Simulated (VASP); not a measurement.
Here is a VASP 6.6.1 calculation.

The input POSCAR:

```
BaTiO3
1.0
    4.0076816357      0.0000000000      0.0000000000
    0.0000000000      4.0076816357      0.0000000000
    0.0000000000      0.0000000000      4.0076816357
Ba Ti O
1 1 3
Direct
    0.5000000000      0.5000000000      0.5000000000
    0.0000000000      0.0000000000      0.0000000000
    0.5000000000      0.0000000000      0.0000000000
    0.0000000000      0.5000000000      0.0000000000
    0.0000000000      0.0000000000      0.5000000000
```

INCAR.step1

```
PREC = Accurate ; ENCUT = 600
ISMEAR = 0 ; SIGMA = 0.02
LREAL = False ; LASPH = True
NELM = 150 ; LMAXMIX = 4
LDAU = True ; LDAUTYPE = 2
LDAUL = -1 2 -1 ; LDAUU = 0 4 0
LDAUJ = 0 0 0 ; GGA = PE
ALGO = Normal ; EDIFF = 1E-4
LWAVE = True ; LCHARG = False
```

INCAR.step2

```
PREC = Accurate ; ENCUT = 600
EDIFF = 1E-7 ; ISMEAR = 0
SIGMA = 0.02 ; LREAL = False
LASPH = True ; NELM = 150
ALGO = Normal ; ISIF = 3
LWAVE = False ; LCHARG = False
LMAXMIX = 4 ; LDAU = True
LDAUTYPE = 2 ; LDAUL = -1 2 -1
LDAUU = 0 4 0 ; LDAUJ = 0 0 0
LDAUPRINT = 1 ; METAGGA = R2SCAN
LMIXTAU = True ; IBRION = 2
NSW = 100 ; EDIFFG = -0.005
ISTART = 1
```

File KPOINTS:

```
Automatic mesh
0
Gamma
  6 6 6
```

Potentials or basis: VASP PAW PBE potentials, release 64 (Ba_sv, Ti_sv, O).

Run with:

```console
$ cat potpaw_PBE.64/Ba_sv/POTCAR potpaw_PBE.64/Ti_sv/POTCAR potpaw_PBE.64/O/POTCAR > POTCAR
$ cp INCAR.step1 INCAR
$ mpirun -np 1 vasp_std > vasp.out
$ cp INCAR.step2 INCAR
$ mpirun -np 1 vasp_std > vasp.out
```

(1) Estimate the band gap on the k mesh.

(2) What does it give for the relaxed volume?

## Answers

(1) 2.61 eV, indirect (least direct gap 2.82 eV).

(2) 13.10 Å³/atom.

Caveat: the PAW data sets were made with another functional, which shifts forces and pressure a little; spin-orbit coupling is left out, which moves the levels of the heavy elements.
